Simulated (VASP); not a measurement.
Wanted: the native input for a VASP 6.6.1 run.

| Property | Result |
| --- | --- |
| Task | single point |
| Functional | PBE |
| Potentials or basis | VASP PAW PBE potentials, release 64 (Pd) |
| Cutoff | 500 eV |
| k mesh | 8 × 8 × 8 |
| Occupations | gaussian, width 0.1 eV |
| Spin | no spin polarisation |
| Dipole correction | no |
| Further INCAR settings | ALGO = Normal; EDIFF = 1e-06; NBANDS = 11 |

The structure of Pd lies in POSCAR:

```
Pd
1.0
    0.0000000000      1.9740347420      1.9740347420
    1.9740347420      0.0000000000      1.9740347420
    1.9740347420      1.9740347420      0.0000000000
Pd
1
Direct
    0.0000000000      0.0000000000      0.0000000000
```

The input as run:

INCAR

```
  PREC = Accurate
  ENCUT = 500
  EDIFF = 1E-6
  ISMEAR = 0
  SIGMA = 0.1
  LREAL = False
  LASPH = True
  NELM = 120
  ALGO = Normal
  ISIF = 2
  LWAVE = False
  LCHARG = False
  GGA = PE
  NBANDS = 11
  GGA_COMPAT = False
```

KPOINTS

```
regular mesh
0
Gamma
  8 8 8
```

Potentials or basis: VASP PAW PBE potentials, release 64 (Pd).

Command:

```bash
$ cat potpaw_PBE.64/Pd/POTCAR > POTCAR
$ mpirun -np 1 vasp_std > vasp.out
```

It gave:

- Pressure: -0.2 GPa
- Band gap on the k mesh: zero (band 5 reaches 9.40 eV, above the bottom of band 6 at 7.91 eV)

Run time: 6.8 s on 1 thread of Intel(R) Xeon(R) Platinum 8375C CPU @ 2.90GHz (Ice Lake), on a shared host, peak memory 0.12 GiB.
